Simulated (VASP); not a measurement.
# Tl (Pm-3m) in VASP: notebook

Tl is run at these levels: PBEsol; tasks: single point.

Program: VASP 6.6.1. These are calculated values, not measurements. Logs are shortened: lines on timing, memory, paths and dates and some standing lists are left out, and cuts for length are marked.

## Step 1: The cell of the first run

It takes space group Pm-3m (No. 221, cubic). The conventional cell has a = 3.139 Å, b = 3.139 Å, c = 3.139 Å, α = 90.00°, β = 90.00°, γ = 90.00°. Within 4.1 Å of Tl (site symmetry m-3m) lie 6 Tl at 3.14 Å.

This isn't the form of Tl at room conditions, which is hcp.

## Step 2: Single point, PBEsol (30.94 Å³/atom)

File INCAR:

```
SYSTEM = Tl
PREC = Accurate ; ENCUT = 520
EDIFF = 1E-6 ; ISMEAR = -1
SIGMA = 0.1 ; LREAL = .FALSE.
LASPH = .TRUE. ; NELM = 60
ALGO = Normal ; ISIF = 2
LWAVE = .FALSE. ; LCHARG = .TRUE.
GGA = PS ; LELF = .TRUE.
LVHAR = .TRUE. ; NBANDS = 12
```

File KPOINTS:

```
Automatic mesh
0
G
  11 11 11
  0 0 0
```

File POSCAR:

```
Tl
1.0
    3.1394423914      0.0000000000      0.0000000000
    0.0000000000      3.1394423914      0.0000000000
    0.0000000000      0.0000000000      3.1394423914
Tl
1
Direct
    0.0000000000      0.0000000000      0.0000000000
```

Potentials or basis: VASP PAW PBE potentials, release 64 (Tl_d).

Command:

```bash
$ cat potpaw_PBE.64/Tl_d/POTCAR > POTCAR
$ mpirun -np 1 vasp_std > vasp.out
```

OUTCAR:

```text
SYSTEM = Tl
   PREC = Accurate
   ENCUT = 520
   EDIFF = 1E-6
   ISMEAR = -1
   LREAL = .FALSE.
   LASPH = .TRUE.
   NELM = 60
   ISIF = 2
   GGA = PS

 ion  position               nearest neighbor table
   1  0.000  0.000  0.000-

  LATTYP: Found a simple cubic cell.
 ALAT       =     3.1394423914

  Lattice vectors:

 A1 = (   3.1394423914,   0.0000000000,   0.0000000000)
 A2 = (   0.0000000000,   3.1394423914,   0.0000000000)
 A3 = (   0.0000000000,   0.0000000000,   3.1394423914)

Analysis of symmetry for initial positions (statically):
=====================================================================
 Subroutine PRICEL returns:
 Original cell was already a primitive cell.

 Routine SETGRP: Setting up the symmetry group for a
 simple cubic supercell.

 Subroutine GETGRP returns: Found 48 space group operations
 (whereof 48 operations were pure point group operations)
 out of a pool of 48 trial point group operations.

The static configuration has the point symmetry O_h .

Analysis of symmetry for dynamics (positions and initial velocities):
=====================================================================
 Subroutine PRICEL returns:
 Original cell was already a primitive cell.

 Routine SETGRP: Setting up the symmetry group for a
 simple cubic supercell.

 Subroutine GETGRP returns: Found 48 space group operations
 (whereof 48 operations were pure point group operations)
 out of a pool of 48 trial point group operations.

The dynamic configuration has the point symmetry O_h .

 Subroutine INISYM returns: Found 48 space group operations
 (whereof 48 operations are pure point group operations),
 and found     1 'primitive' translations

----------------------------------------------------------------------------------------

                                     Primitive cell

  volume of cell :      30.9427

  direct lattice vectors                    reciprocal lattice vectors
     3.139442391  0.000000000  0.000000000     0.318527903  0.000000000  0.000000000
     0.000000000  3.139442391  0.000000000     0.000000000  0.318527903  0.000000000
     0.000000000  0.000000000  3.139442391     0.000000000  0.000000000  0.318527903

  length of vectors
     3.139442391  3.139442391  3.139442391     0.318527903  0.318527903  0.318527903

  position of ions in fractional coordinates (direct lattice)
     0.000000000  0.000000000  0.000000000

  ion indices of the primitive-cell ions
   primitive index   ion index
                 1           1

----------------------------------------------------------------------------------------

 KPOINTS: Automatic mesh

Automatic generation of k-mesh.
 Grid dimensions read from file:
 generate k-points for:   11   11   11

 Generating k-lattice:

  Cartesian coordinates                     Fractional coordinates (reciprocal lattice)
     0.028957082  0.000000000  0.000000000     0.090909091  0.000000000  0.000000000
     0.000000000  0.028957082  0.000000000     0.000000000  0.090909091  0.000000000
     0.000000000  0.000000000  0.028957082     0.000000000  0.000000000  0.090909091

  Length of vectors
     0.028957082  0.028957082  0.028957082

  Shift w.r.t. Gamma in fractional coordinates (k-lattice)
     0.000000000  0.000000000  0.000000000

 Subroutine IBZKPT returns following result:
 ===========================================

 Found     56 irreducible k-points:

 Following reciprocal coordinates:
            Coordinates               Weight
  0.000000  0.000000  0.000000      1.000000
  0.090909  0.000000  0.000000      6.000000
  0.181818  0.000000  0.000000      6.000000
  0.272727  0.000000  0.000000      6.000000
  0.363636  0.000000  0.000000      6.000000
  0.454545  0.000000  0.000000      6.000000
[... 16 lines left out ...]
  0.181818  0.090909  0.090909     24.000000
  0.272727  0.090909  0.090909     24.000000
 [... further k-points ...]
   k-points           NKPTS =     56   k-points in BZ     NKDIM =     56   number of bands    NBANDS=     12
   number of dos      NEDOS =    301   number of ions     NIONS =      1
   total plane-waves  NPLWV =  13824
   dimension x,y,z NGX =    24 NGY =   24 NGZ =   24
   dimension x,y,z NGXF=    48 NGYF=   48 NGZF=   48
   ions per type =               1
   NGX,Y,Z   is equivalent  to a cutoff of  12.71, 12.71, 12.71 a.u.
   NGXF,Y,Z  is equivalent  to a cutoff of  25.42, 25.42, 25.42 a.u.
 SYSTEM =  Tl
   PREC   = accura    normal or accurate (medium, high low for compatibility)
   ISTART =      0    job   : 0-new  1-cont  2-samecut
   ICHARG =      2    charge: 1-file 2-atom 10-const
   ISPIN  =      1    spin polarized calculation?
   LNONCOLLINEAR =      F non collinear calculations
   LSORBIT =      F    spin-orbit coupling
   LASPH  =      T    aspherical Exc in radial PAW
   ENCUT  =  520.0 eV  38.22 Ry    6.18 a.u.   5.84  5.84  5.84*2*pi/ulx,y,z
   NELM   =     60;   NELMIN=  2; NELMDL= -5     # of ELM steps
   EDIFF  = 0.1E-05   stopping-criterion for ELM
   LREAL  =      F    real-space projection
   EDIFFG = 0.1E-04   stopping-criterion for IOM
   NSW    =      0    number of steps for IOM
   IBRION =     -1    ionic relax: 0-MD 1-quasi-New 2-CG
   NFREE  =      0    steps in history (QN), initial steepest desc. (CG)
   ISIF   =      2    stress and relaxation
   ISYM   =      2    0-nonsym 1-usesym 2-fastsym
   POTIM  = 0.5000    time-step for ionic-motion
   TEBEG  =    0.0;   TEEND  =   0.0 temperature during run
   PSTRESS=    0.0 pullay stress
   NELECT =      13.0000    total number of electrons
   NUPDOWN=      -1.0000    fix difference up-down
   EMIN   =  10.00;   EMAX   =-10.00  energy-range for DOS
   EFERMI =   0.00;   METHOD = LEGACY
   ISMEAR =    -1;   SIGMA  =   0.10  broadening in eV -4-tet -1-fermi 0-gaus
   EFERMI_NEDOS =   21; number of points for ismear=-14 and -15
   IALGO  =     38    algorithm
   IMIX   =      4    mixing-type and parameters
     AMIX     =   0.40;   BMIX     =  1.00
     AMIX_MAG =   1.60;   BMIX_MAG =  1.00
  volume/ion in A,a.u.               =      30.94       208.81
  Fermi-wavevector in a.u.,A,eV,Ry     =   1.226131  2.317051 20.454951  1.503396
  Thomas-Fermi vector in A             =   2.361143
   LORBIT       =      0    0 simple, 1 ext, 2 COOP (PROOUT), +10 PAW based schemes
   GGA     = PS    functional components
   LHFCALC =     F    Hartree Fock is set to
   AEXX    =    0.0000 exact exchange contribution
   IVDW    =     0    specifies the selected vdW correction
   LEPSILON=     F    determine dielectric tensor
   LRPA    =     F    only Hartree local field effects (RPA)
 non-spin polarized calculation
  energy-cutoff  :      520.00
  volume of cell :       30.94
 maximum number of plane-waves:       849
 NGX is ok and might be reduce to    24
   NGX = 11   NGY = 11   NGZ = 11

 number of electron      12.9999996 magnetization

 Free energy of the ion-electron system (eV)
  ---------------------------------------------------
  ext. energy  EPLUGINS =         0.00000000
  ---------------------------------------------------
  free energy    TOTEN  =        -2.49883285 eV

  energy without entropy =       -2.48123066  energy(sigma->0) =       -2.49003175

 E-fermi :   5.6023     XC(G=0):  -9.8961

 val. band max:        5.5264060561   @ k =   0.4545   0.4545   0.0909
 cond. band min:       5.6278705350   @ k =   0.3636   0.2727   0.0909
 fundamental gap:      0.1014644789
 Fermi energy:         5.6022765143

 k-point     1 :       0.0000    0.0000    0.0000
  band No.  band energies     occupation
      1      -6.6214      2.00000
      2      -6.6214      2.00000
      3      -5.4938      2.00000
      4      -5.4938      2.00000
      5      -5.4938      2.00000
      6      -4.2488      2.00000
      7      12.5711      0.00000
      8      12.5711      0.00000
      9      12.5711      0.00000
     10      15.5308      0.00000
     11      17.2010      0.00000
     12      17.2010      0.00000

 k-point     2 :       0.0909    0.0000    0.0000
  band No.  band energies     occupation
      1      -6.6153      2.00000
      2      -6.5639      2.00000
      3      -5.5205      2.00000
      4      -5.5205      2.00000
      5      -5.4916      2.00000
      6      -4.1130      2.00000
      7      11.0747      0.00000
      8      12.7399      0.00000
      9      12.7399      0.00000
     10      16.0416      0.00000
     11      17.2178      0.00000
     12      18.4163      0.00000

 k-point     3 :       0.1818    0.0000    0.0000
  band No.  band energies     occupation
      1      -6.5987      2.00000
      2      -6.4198      2.00000
      3      -5.5913      2.00000
      4      -5.5913      2.00000
      5      -5.4855      2.00000
      6      -3.6905      2.00000
      7       8.6989      0.00000
      8      13.2238      0.00000
      9      13.2238      0.00000
     10      16.3806      0.00000
     11      17.2665      0.00000
     12      21.1348      0.00000

 k-point     4 :       0.2727    0.0000    0.0000
  band No.  band energies     occupation
      1      -6.5769      2.00000
      2      -6.2520      2.00000
      3      -5.6822      2.00000
      4      -5.6822      2.00000
      5      -5.4776      2.00000
      6      -2.9623      2.00000
      7       6.3694      0.00093
      8      13.9525      0.00000
      9      13.9525      0.00000
     10      16.7305      0.00000
     11      17.3415      0.00000
     12      22.3672      0.00000

 k-point     5 :       0.3636    0.0000    0.0000
  band No.  band energies     occupation
      1      -6.5568      2.00000
      2      -6.1159      2.00000
      3      -5.7639      2.00000
      4      -5.7639      2.00000
      5      -5.4703      2.00000
      6      -1.9699      2.00000
      7       4.2809      2.00000
      8      14.7832      0.00000
      9      14.7832      0.00000
     10      17.1662      0.00000
     11      17.4261      0.00000
     12      21.2824      0.00000
[... 228 lines left out ...]
      1      -6.3222      2.00000
      2      -6.2724      2.00000
      3      -5.7679      2.00000
      4      -5.7669      2.00000
      5      -5.1997      2.00000
      6       1.8038      2.00000
      7       5.1912      1.96773
      8       5.3759      1.81171
      9      10.5636      0.00000
     10      18.8158      0.00000
     11      19.7194      0.00000
     12      19.9974      0.00000

 k-point    22 :       0.0909    0.0909    0.0909
  band No.  band energies     occupation
      1      -6.5232      2.00000
      2      -6.5232      2.00000
      3      -5.5531      2.00000
      4      -5.5439      2.00000
      5      -5.5439      2.00000
      6      -3.8429      2.00000
      7      11.1269      0.00000
      8      11.5307      0.00000
      9      11.5307      0.00000
     10      17.8865      0.00000
     11      18.6348      0.00000
     12      18.6348      0.00000

 k-point    23 :       0.1818    0.0909    0.0909
  band No.  band energies     occupation
      1      -6.5070      2.00000
      2      -6.3679      2.00000
      3      -5.6283      2.00000
      4      -5.6171      2.00000
      5      -5.5394      2.00000
      6      -3.4265      2.00000
      7       8.9899      0.00000
      8      11.7108      0.00000
      9      11.9823      0.00000
     10      18.3687      0.00000
     11      18.6219      0.00000
     12      21.0508      0.00000

 k-point    24 :       0.2727    0.0909    0.0909
  band No.  band energies     occupation
      1      -6.4856      2.00000
      2      -6.1843      2.00000
      3      -5.7252      2.00000
      4      -5.7112      2.00000
      5      -5.5305      2.00000
      6      -2.7113      2.00000
      7       6.6598      0.00005
      8      12.3751      0.00000
      9      12.6744      0.00000
     10      18.3562      0.00000
     11      18.4620      0.00000
     12      20.9999      0.00000

 [... further k-points ...]

------------------------ aborting loop because EDIFF is reached ----------------------------------------

  FORCE on cell =-STRESS in cart. coord.  units (eV):
  Direction    XX          YY          ZZ          XY          YZ          ZX
  --------------------------------------------------------------------------------------
  -------------------------------------------------------------------------------------
  Total        0.0306738      0.0306738      0.0306738     -0.0000000      0.0000000     -0.0000000
  in kB        1.5882551      1.5882551      1.5882551     -0.0000000      0.0000000     -0.0000000
  external PRESSURE =       1.5882551 kB  Pullay stress =       0.0000000 kB

 VOLUME and BASIS-vectors are now :
 -----------------------------------------------------------------------------
  energy-cutoff  :      520.00
  volume of cell :       30.94
      direct lattice vectors                 reciprocal lattice vectors
     3.139442391  0.000000000  0.000000000     0.318527903  0.000000000  0.000000000
     0.000000000  3.139442391  0.000000000     0.000000000  0.318527903  0.000000000
     0.000000000  0.000000000  3.139442391     0.000000000  0.000000000  0.318527903

 POSITION                                       TOTAL-FORCE (eV/Angst)
 -----------------------------------------------------------------------------------
      0.00000      0.00000      0.00000         0.000000      0.000000      0.000000
 -----------------------------------------------------------------------------------
    total drift:                                0.000000     -0.000000      0.000000

  FREE ENERGIE OF THE ION-ELECTRON SYSTEM (eV)
  ---------------------------------------------------
  free  energy   TOTEN  =        -2.4988328524 eV

  energy  without entropy=       -2.4812306571  energy(sigma->0) =       -2.49003175
```

It took 10 s on 1 thread of Intel Xeon 8259CL, shared host; peak memory 0.15 GiB.

Results:

- Free energy: -2.4988 eV
- Pressure: 0.2 GPa
- Band gap on the k mesh: zero (an odd number of electrons rules out a gap without spin polarisation)

Levels at points of the mesh, in eV from the Fermi level:
```tsv
k point	band 3	band 4	band 5	band 6	band 7	band 8	band 9	band 10
(0.00, 0.00, 0.00)	-11.10	-11.10	-11.10	-9.85	6.97	6.97	6.97	9.93
```

Caveat: the PAW data sets were made with another functional, which shifts forces and pressure a little; spin-orbit coupling is left out, which moves the levels of the heavy elements.

## Step 3: Single point, PBEsol (32.18 Å³/atom)

This run uses another cell than the first one, of 32.18 Å³/atom.

File INCAR:

```
SYSTEM = Tl
PREC     = Accurate       ! precision mode
ENCUT    = 520            ! plane-wave cutoff, eV
EDIFF    = 1E-7           ! SCF threshold, eV
ISMEAR   = -1             ! smearing method
SIGMA    = 0.1            ! smearing width, eV
LREAL    = .FALSE.        ! projectors in reciprocal space
LASPH    = .TRUE.         ! aspherical terms in the spheres
NELM     = 60             ! most SCF steps
ALGO     = Normal         ! electronic algorithm
ISIF     = 2              ! what is computed and relaxed
LWAVE    = .FALSE.        ! write WAVECAR
LCHARG   = .TRUE.         ! write CHGCAR
GGA      = PS             ! functional
LELF     = .TRUE.         ! ELF
LVHAR    = .TRUE.       
NBANDS   = 12             ! bands
```

File KPOINTS:

```
regular mesh
0
G
  11 11 11
  0 0 0
```

File POSCAR:

```
Tl
1.0
    3.1807555816      0.0000000000      0.0000000000
    0.0000000000      3.1807555816      0.0000000000
    0.0000000000      0.0000000000      3.1807555816
Tl
1
Direct
    0.0000000000      0.0000000000      0.0000000000
```

Potentials or basis: VASP PAW PBE potentials, release 64 (Tl_d).

Command:

```bash
$ cat potpaw_PBE.64/Tl_d/POTCAR > POTCAR
$ mpirun -np 1 vasp_std > vasp.out
```

Run time: 16 s. Hardware: 1 thread of Intel Xeon 8259CL, shared host; peak memory 0.15 GiB.

Results (log left out):

* Free energy: -2.4961 eV
* Pressure: -1.0 GPa
* Band gap on the k mesh: zero (an odd number of electrons rules out a gap without spin polarisation)

Levels at points of the mesh, in eV from the Fermi level:
| k point | band 4 | band 5 | band 6 | band 7 | band 8 | band 9 |
| --- | --- | --- | --- | --- | --- | --- |
| (0.00, 0.00, 0.00) | -11.11 | -11.11 | -9.63 | 6.78 | 6.78 | 6.78 |

Caveat: the PAW data sets were made with another functional, which shifts forces and pressure a little; spin-orbit coupling is left out, which moves the levels of the heavy elements.
